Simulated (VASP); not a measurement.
# LiTlF4 (P4/mmm) in VASP: further runs

LiTlF4 is run at these levels: PBE; tasks: single point.

Everything below comes from runs of VASP 6.6.1. Logs are shortened: lines on timing, memory, paths and dates and some standing lists are left out, and cuts for length are marked.

## Step 1: The cell of the first run

Symmetry: P4/mmm, No. 123, tetragonal system. Conventional cell: a = 3.766 Å, b = 3.766 Å, c = 5.306 Å, α = 90.00°, β = 90.00°, γ = 90.00°. Li (site symmetry 4/mmm) has 8 F at 2.30 Å within 3.0 Å. Tl (site symmetry 4/mmm) has 8 F at 2.30 Å within 3.0 Å. F (site symmetry 2mm) has 2 Tl at 2.30 Å and 2 Li at 2.30 Å and 6 F at 2.65 to 2.66 Å within 3.0 Å.

## Step 2: Single point, PBE

Contents of INCAR:

```
ALGO = Normal
EDIFF = 1E-6
ENCUT = 520
GGA = PE
ISIF = 2
ISMEAR = 0
LASPH = True
LCHARG = True
LELF = True
LREAL = False
LVHAR = True
LWAVE = False
NBANDS = 31
NELM = 100
PREC = Accurate
SIGMA = 0.1
```

Contents of KPOINTS:

```
k-points
0
Gamma
  4 4 4
```

Contents of POSCAR:

```
LiTlF4
1.0
    3.7661876000      0.0000000000      0.0000000000
    0.0000000000      3.7661876000      0.0000000000
    0.0000000000      0.0000000000      5.3055185000
Li Tl F
1 1 4
Direct
    0.0000000000      0.0000000000      0.0000000000
    0.5000000000      0.5000000000      0.5000000000
    0.5000000000      0.0000000000      0.2502720000
    0.0000000000      0.5000000000      0.7497280000
    0.5000000000      0.0000000000      0.7497280000
    0.0000000000      0.5000000000      0.2502720000
```

Potentials or basis: VASP PAW PBE potentials, release 64 (Li_sv, Tl_d, F).

Started as:

```sh
$ cat potpaw_PBE.64/Li_sv/POTCAR potpaw_PBE.64/Tl_d/POTCAR potpaw_PBE.64/F/POTCAR > POTCAR
$ mpirun -np 1 vasp_std > vasp.out
```

OUTCAR:

```text
EDIFF = 1E-6
   ENCUT = 520
   GGA = PE
   ISIF = 2
   ISMEAR = 0
   LASPH = True
   LREAL = False
   NELM = 100
   PREC = Accurate

 ion  position               nearest neighbor table
   1  0.000  0.000  0.000-
   2  0.500  0.500  0.500-   3 2.30   4 2.30   5 2.30   6 2.30   3 2.30   5 2.30   4 2.30   6 2.30

   3  0.500  0.000  0.250-   2 2.30   2 2.30
   4  0.000  0.500  0.750-   2 2.30   2 2.30
   5  0.500  0.000  0.750-   2 2.30   2 2.30
   6  0.000  0.500  0.250-   2 2.30   2 2.30

  LATTYP: Found a simple tetragonal cell.
 ALAT       =     3.7661876000
 C/A-ratio  =     1.4087239042

  Lattice vectors:

 A1 = (   3.7661876000,   0.0000000000,   0.0000000000)
 A2 = (   0.0000000000,   3.7661876000,   0.0000000000)
 A3 = (   0.0000000000,   0.0000000000,   5.3055185000)

Analysis of symmetry for initial positions (statically):
=====================================================================
 Subroutine PRICEL returns:
 Original cell was already a primitive cell.

 Routine SETGRP: Setting up the symmetry group for a
 simple tetragonal supercell.

 Subroutine GETGRP returns: Found 16 space group operations
 (whereof 16 operations were pure point group operations)
 out of a pool of 16 trial point group operations.

The static configuration has the point symmetry D_4h.

Analysis of symmetry for dynamics (positions and initial velocities):
=====================================================================
 Subroutine PRICEL returns:
 Original cell was already a primitive cell.

 Routine SETGRP: Setting up the symmetry group for a
 simple tetragonal supercell.

 Subroutine GETGRP returns: Found 16 space group operations
 (whereof 16 operations were pure point group operations)
 out of a pool of 16 trial point group operations.

The dynamic configuration has the point symmetry D_4h.

 Subroutine INISYM returns: Found 16 space group operations
 (whereof 16 operations are pure point group operations),
 and found     1 'primitive' translations

----------------------------------------------------------------------------------------

[... 88 lines left out ...]
   LNONCOLLINEAR =      F non collinear calculations
   LSORBIT =      F    spin-orbit coupling
   LASPH  =      T    aspherical Exc in radial PAW
   ENCUT  =  520.0 eV  38.22 Ry    6.18 a.u.   7.00  7.00  9.86*2*pi/ulx,y,z
   NELM   =    100;   NELMIN=  2; NELMDL= -5     # of ELM steps
   EDIFF  = 0.1E-05   stopping-criterion for ELM
   LREAL  =      F    real-space projection
   EDIFFG = 0.1E-04   stopping-criterion for IOM
   NSW    =      0    number of steps for IOM
   IBRION =     -1    ionic relax: 0-MD 1-quasi-New 2-CG
   NFREE  =      0    steps in history (QN), initial steepest desc. (CG)
   ISIF   =      2    stress and relaxation
   ISYM   =      2    0-nonsym 1-usesym 2-fastsym
   POTIM  = 0.5000    time-step for ionic-motion
   TEBEG  =    0.0;   TEEND  =   0.0 temperature during run
   PSTRESS=    0.0 pullay stress
   NELECT =      44.0000    total number of electrons
   NUPDOWN=      -1.0000    fix difference up-down
   EMIN   =  10.00;   EMAX   =-10.00  energy-range for DOS
   EFERMI =   0.00;   METHOD = LEGACY
   ISMEAR =     0;   SIGMA  =   0.10  broadening in eV -4-tet -1-fermi 0-gaus
   EFERMI_NEDOS =   21; number of points for ismear=-14 and -15
   IALGO  =     38    algorithm
   IMIX   =      4    mixing-type and parameters
     AMIX     =   0.40;   BMIX     =  1.00
     AMIX_MAG =   1.60;   BMIX_MAG =  1.00
  volume/ion in A,a.u.               =      12.54        84.64
  Fermi-wavevector in a.u.,A,eV,Ry     =   1.368932  2.586906 25.496968  1.873974
  Thomas-Fermi vector in A             =   2.494852
   LORBIT       =      0    0 simple, 1 ext, 2 COOP (PROOUT), +10 PAW based schemes
   GGA     = PE    functional components
   LHFCALC =     F    Hartree Fock is set to
   AEXX    =    0.0000 exact exchange contribution
   IVDW    =     0    specifies the selected vdW correction
   LEPSILON=     F    determine dielectric tensor
   LRPA    =     F    only Hartree local field effects (RPA)
 non-spin polarized calculation
 Gauss-broadening in eV      SIGMA  =   0.10
  energy-cutoff  :      520.00
  volume of cell :       75.25
 maximum number of plane-waves:      2072
   NGX = 15   NGY = 15   NGZ = 19

 number of electron      43.9999949 magnetization

 Free energy of the ion-electron system (eV)
  ---------------------------------------------------
  ext. energy  EPLUGINS =         0.00000000
  ---------------------------------------------------
  free energy    TOTEN  =       -24.18083999 eV

  energy without entropy =      -24.18083999  energy(sigma->0) =      -24.18083999

 E-fermi :   0.4571     XC(G=0):  -9.6722

 val. band max:       -0.0591535760   @ k =   0.5000   0.5000   0.0000
 cond. band min:       1.8488094786   @ k =   0.0000   0.0000   0.0000
 fundamental gap:      1.9079630546
 Fermi energy:         0.4570614411

 k-point     1 :       0.0000    0.0000    0.0000
  band No.  band energies     occupation
      1     -42.0653      2.00000
      2     -20.8322      2.00000
      3     -20.3048      2.00000
      4     -20.0483      2.00000
      5     -19.6212      2.00000
      6      -8.7725      2.00000
[... 601 lines left out ...]
     30      14.1623      0.00000
     31      15.3981      0.00000

------------------------ aborting loop because EDIFF is reached ----------------------------------------

  FORCE on cell =-STRESS in cart. coord.  units (eV):
  Direction    XX          YY          ZZ          XY          YZ          ZX
  --------------------------------------------------------------------------------------
  -------------------------------------------------------------------------------------
  Total       -0.0545252     -0.0545252     -0.0696922      0.0000000     -0.0000000     -0.0000000
  in kB       -1.1608497     -1.1608497     -1.4837570      0.0000000     -0.0000000     -0.0000000
  external PRESSURE =      -1.2684855 kB  Pullay stress =       0.0000000 kB

 VOLUME and BASIS-vectors are now :
 -----------------------------------------------------------------------------
  energy-cutoff  :      520.00
  volume of cell :       75.25
      direct lattice vectors                 reciprocal lattice vectors
     3.766187600  0.000000000  0.000000000     0.265520496  0.000000000  0.000000000
     0.000000000  3.766187600  0.000000000     0.000000000  0.265520496  0.000000000
     0.000000000  0.000000000  5.305518500     0.000000000  0.000000000  0.188482992

 POSITION                                       TOTAL-FORCE (eV/Angst)
 -----------------------------------------------------------------------------------
      0.00000      0.00000      0.00000         0.000000     -0.000000      0.000000
      1.88309      1.88309      2.65276         0.000000     -0.000000      0.000000
      1.88309      0.00000      1.32782        -0.000000     -0.000000     -0.019602
      0.00000      1.88309      3.97770         0.000000      0.000000      0.019602
      1.88309      0.00000      3.97770        -0.000000     -0.000000      0.019602
      0.00000      1.88309      1.32782         0.000000      0.000000     -0.019602
 -----------------------------------------------------------------------------------
    total drift:                                0.000000      0.000000     -0.000000

  FREE ENERGIE OF THE ION-ELECTRON SYSTEM (eV)
  ---------------------------------------------------
  free  energy   TOTEN  =       -24.1808399876 eV

  energy  without entropy=      -24.1808399876  energy(sigma->0) =      -24.18083999
```

OSZICAR:

```text
N       E                     dE             d eps       ncg     rms          rms(c)
DAV:   1     0.304400742151E+03    0.30440E+03   -0.24529E+04  1116   0.141E+03
DAV:   2    -0.106993339375E+02   -0.31510E+03   -0.30474E+03  1385   0.350E+02
DAV:   3    -0.268654021826E+02   -0.16166E+02   -0.16050E+02  1327   0.759E+01
DAV:   4    -0.275830406294E+02   -0.71764E+00   -0.71576E+00  1621   0.120E+01
DAV:   5    -0.275875898903E+02   -0.45493E-02   -0.45492E-02  1235   0.112E+00    0.152E+01
DAV:   6    -0.242253997438E+02    0.33622E+01   -0.90133E+00  1242   0.327E+01    0.139E+01
DAV:   7    -0.242215824401E+02    0.38173E-02   -0.85543E-01  1242   0.572E+00    0.723E+00
DAV:   8    -0.241814003221E+02    0.40182E-01   -0.16648E-01  1207   0.313E+00    0.183E+00
DAV:   9    -0.241797180096E+02    0.16823E-02   -0.16742E-02  1252   0.108E+00    0.309E-01
DAV:  10    -0.241805589501E+02   -0.84094E-03   -0.67280E-03  1215   0.541E-01    0.653E-02
DAV:  11    -0.241807689858E+02   -0.21004E-03   -0.25943E-04  1252   0.116E-01    0.423E-02
DAV:  12    -0.241808372073E+02   -0.68221E-04   -0.66975E-05  1215   0.559E-02    0.147E-02
DAV:  13    -0.241808402380E+02   -0.30308E-05   -0.75971E-06  1179   0.205E-02    0.615E-03
DAV:  14    -0.241808399876E+02    0.25041E-06   -0.16107E-06   981   0.115E-02
   1 F= -.24180840E+02 E0= -.24180840E+02  d E =-.250821E-14
```

stdout:

```text
POSCAR found type information on POSCAR LiTlF
 POSCAR found :  3 types and       6 ions
 scaLAPACK will be used
 LDA part: xc-table for (Slater+PW92), standard interpolation
 POSCAR, INCAR and KPOINTS ok, starting setup
 FFT: planning ... GRIDC
 FFT: planning ... GRID_SOFT
 FFT: planning ... GRID
 WAVECAR not read
 entering main loop
```

It took 21 s on 1 thread of Intel Xeon Platinum 8488C (Sapphire Rapids), shared host; peak memory 0.19 GiB.

What came out:

- Free energy: -24.1808 eV
- Largest force: 0.020 eV/Å
- Band gap on the k mesh: 1.91 eV (least direct gap 2.12 eV)

Forces in eV/Å, atoms in the order of the input:
```
Li   0.000  0.000  0.000
Tl   0.000  0.000  0.000
F    0.000  0.000 -0.020
F    0.000  0.000  0.020
F    0.000  0.000  0.020
F    0.000  0.000 -0.020
```

Levels at points of the mesh, in eV from the valence-band top:
```csv
k point,band 18,band 19,band 20,band 21,band 22,band 23,band 24,band 25,band 26,band 27
"(0.00, 0.00, 0.00)",-0.76,-0.76,-0.28,-0.21,-0.21,1.91,9.36,10.58,11.92,11.92
"(0.50, 0.00, 0.00)",-1.24,-1.04,-0.65,-0.51,-0.21,3.94,8.65,11.40,11.57,12.92
"(0.50, 0.50, 0.00)",-0.23,-0.22,-0.21,-0.21,0.00,4.46,9.56,9.56,12.02,12.57
"(0.00, 0.00, 0.50)",-0.62,-0.62,-0.57,-0.32,-0.32,2.81,7.71,10.88,12.22,12.22
"(0.50, 0.00, 0.50)",-1.29,-1.09,-1.02,-0.87,-0.82,4.15,8.97,9.75,12.56,12.97
"(0.50, 0.50, 0.50)",-1.29,-0.72,-0.15,-0.12,-0.10,4.65,10.55,10.55,11.65,11.99
```

Caveat: the cutoff is under 1.25 times the usual one of these potentials, so pressure, stress and relaxed cells hold a basis-set (Pulay) error; spin-orbit coupling is left out, which moves the levels of the heavy elements. A k mesh can miss the band edges.

## Step 3: Single point, PBE

Contents of INCAR:

```
SYSTEM = LiTlF4
PREC = Accurate
ENCUT = 520
EDIFF = 1E-6
ISMEAR = 0
SIGMA = 0.02
LREAL = .False.
LASPH = .True.
NELM = 100
ALGO = Normal
ISIF = 2
LWAVE = .False.
LCHARG = .False.
GGA = PE
NBANDS = 31
```

Contents of KPOINTS:

```
regular mesh
0
Gamma
  8 8 6
  0 0 0
```

POSCAR is that of step 2.

Potentials or basis: VASP PAW PBE potentials, release 64 (Li_sv, Tl_d, F).

Started as:

```sh
$ cat potpaw_PBE.64/Li_sv/POTCAR potpaw_PBE.64/Tl_d/POTCAR potpaw_PBE.64/F/POTCAR > POTCAR
$ mpirun -np 1 vasp_std > vasp.out
```

It took 59 s on 1 thread of Intel Xeon Platinum 8488C (Sapphire Rapids), shared host; peak memory 0.25 GiB.

Results (log left out):

```yaml
Free_energy: -24.1817 eV
Largest_force: 0.020 eV/Å
Band_gap_on_the_k_mesh: 1.91 eV (least direct gap 2.12 eV)
```

Forces on the atoms (eV/Å):
```
Li   0.000  0.000  0.000
Tl   0.000  0.000  0.000
F    0.000  0.000 -0.020
F    0.000  0.000  0.020
F    0.000  0.000  0.020
F    0.000  0.000 -0.020
```

Levels at points of the mesh, in eV from the valence-band top:
```tsv
k point	band 20	band 21	band 22	band 23	band 24	band 25
(0.00, 0.00, 0.00)	-0.28	-0.21	-0.21	1.91	9.36	10.58
(0.50, 0.00, 0.00)	-0.65	-0.51	-0.21	3.95	8.65	11.40
(0.50, 0.50, 0.00)	-0.21	-0.21	0.00	4.46	9.56	9.56
(0.00, 0.00, 0.50)	-0.57	-0.32	-0.32	2.81	7.71	10.88
(0.50, 0.00, 0.50)	-1.02	-0.87	-0.82	4.15	8.97	9.75
(0.50, 0.50, 0.50)	-0.15	-0.12	-0.10	4.65	10.55	10.55
```

Caveat: the cutoff is under 1.25 times the usual one of these potentials, so pressure, stress and relaxed cells hold a basis-set (Pulay) error; spin-orbit coupling is left out, which moves the levels of the heavy elements.

## Step 4: Single point, PBE

This run uses another cell than the first one: it holds 12 atoms, not 6.

Contents of INCAR:

```
ALGO = Normal
EDIFF = 1E-7
ENCUT = 520
GGA = PE
ISIF = 2
ISMEAR = 0
LASPH = True
LCHARG = True
LELF = True
LREAL = False
LVHAR = True
LWAVE = False
NBANDS = 56
NELM = 60
PREC = Accurate
SIGMA = 0.1
```

Contents of KPOINTS:

```
k-points
0
Gamma
  4 4 2
```

Contents of POSCAR:

```
LiTlF4
1.0
    0.0000000000      3.7661876000      0.0000000000
    0.0000000000      0.0000000000      5.3055185000
    7.5323752000      0.0000000000      0.0000000000
Li Tl F
2 2 8
Direct
    0.0000000000      0.0000000000      0.0000000000
    0.0000000000      0.0000000000      0.5000000000
    0.5000000000      0.5000000000      0.2500000000
    0.5000000000      0.5000000000      0.7500000000
    0.0000000000      0.2502720000      0.2500000000
    0.0000000000      0.2502720000      0.7500000000
    0.5000000000      0.7497280000      0.0000000000
    0.5000000000      0.7497280000      0.5000000000
    0.0000000000      0.7497280000      0.2500000000
    0.0000000000      0.7497280000      0.7500000000
    0.5000000000      0.2502720000      0.0000000000
    0.5000000000      0.2502720000      0.5000000000
```

Started as:

```sh
$ cat potpaw_PBE.64/Li_sv/POTCAR potpaw_PBE.64/Tl_d/POTCAR potpaw_PBE.64/F/POTCAR > POTCAR
$ mpirun -np 1 vasp_std > vasp.out
```

Wall time 1.7 min (1 thread of Intel Xeon Platinum 8488C (Sapphire Rapids), shared host); peak memory 0.3 GiB.

Results (log left out):

| Quantity | Value |
| --- | --- |
| Free energy | -48.3619 eV |
| Largest force | 0.019 eV/Å |
| Band gap on the k mesh | 1.91 eV |

Forces in eV/Å, atoms in the order of the input:
```
Li   0.000  0.000  0.000
Li   0.000  0.000  0.000
Tl   0.000  0.000  0.000
Tl   0.000  0.000  0.000
F    0.000  0.000 -0.019
F    0.000  0.000 -0.019
F    0.000  0.000  0.019
F    0.000  0.000  0.019
F    0.000  0.000  0.019
F    0.000  0.000  0.019
F    0.000  0.000 -0.019
F    0.000  0.000 -0.019
```

Levels at points of the mesh, in eV from the valence-band top:
| k point | band 40 | band 41 | band 42 | band 43 | band 44 | band 45 | band 46 | band 47 | band 48 | band 49 |
| --- | --- | --- | --- | --- | --- | --- | --- | --- | --- | --- |
| (0.00, 0.00, 0.00) | -0.51 | -0.28 | -0.21 | -0.21 | -0.21 | 1.91 | 3.94 | 8.65 | 9.36 | 10.58 |
| (0.50, 0.00, 0.00) | -0.22 | -0.21 | -0.21 | -0.21 | 0.00 | 3.94 | 4.46 | 8.65 | 9.56 | 9.56 |
| (0.00, 0.50, 0.00) | -0.62 | -0.62 | -0.57 | -0.32 | -0.32 | 2.81 | 4.15 | 7.71 | 8.97 | 9.75 |
| (0.50, 0.50, 0.00) | -0.82 | -0.72 | -0.15 | -0.12 | -0.10 | 4.15 | 4.65 | 8.97 | 9.75 | 10.55 |
| (0.00, 0.00, 0.50) | -0.59 | -0.39 | -0.39 | -0.22 | -0.22 | 2.98 | 2.98 | 9.37 | 9.37 | 10.38 |
| (0.50, 0.00, 0.50) | -0.34 | -0.24 | -0.24 | -0.18 | -0.18 | 4.17 | 4.17 | 8.97 | 8.97 | 10.32 |
| (0.00, 0.50, 0.50) | -0.81 | -0.68 | -0.68 | -0.53 | -0.53 | 3.49 | 3.49 | 8.70 | 8.70 | 9.74 |
| (0.50, 0.50, 0.50) | -0.53 | -0.48 | -0.48 | -0.43 | -0.43 | 4.36 | 4.36 | 9.48 | 9.48 | 10.52 |

Caveat: the cutoff is under 1.25 times the usual one of these potentials, so pressure, stress and relaxed cells hold a basis-set (Pulay) error; spin-orbit coupling is left out, which moves the levels of the heavy elements.

## Step 5: Overview

```tsv
cell	k mesh	smearing	gap on the mesh (eV)	largest force (eV/Å)
a = 3.766, b = 3.766, c = 5.306 Å, 6 atoms, atomic positions A	4 × 4 × 4	gaussian 0.1 eV	1.91	0.02
a = 3.766, b = 3.766, c = 5.306 Å, 6 atoms, atomic positions A	8 × 8 × 6	gaussian 0.02 eV	1.91	0.02
a = 3.766, b = 5.306, c = 7.532 Å, 12 atoms, atomic positions B	4 × 4 × 2	gaussian 0.1 eV	1.91	0.02
```

Alike in all rows: task single point; level PBE; potentials or basis VASP PAW PBE potentials, release 64 (Li_sv, Tl_d, F); no spin polarisation; cutoff (eV) 520.

Caveats: the cutoff is under 1.25 times the usual one of these potentials, so pressure, stress and relaxed cells hold a basis-set (Pulay) error; spin-orbit coupling is left out, which moves the levels of the heavy elements.

Total energies depend on the potentials used, so only differences within one code and one set of settings carry meaning.
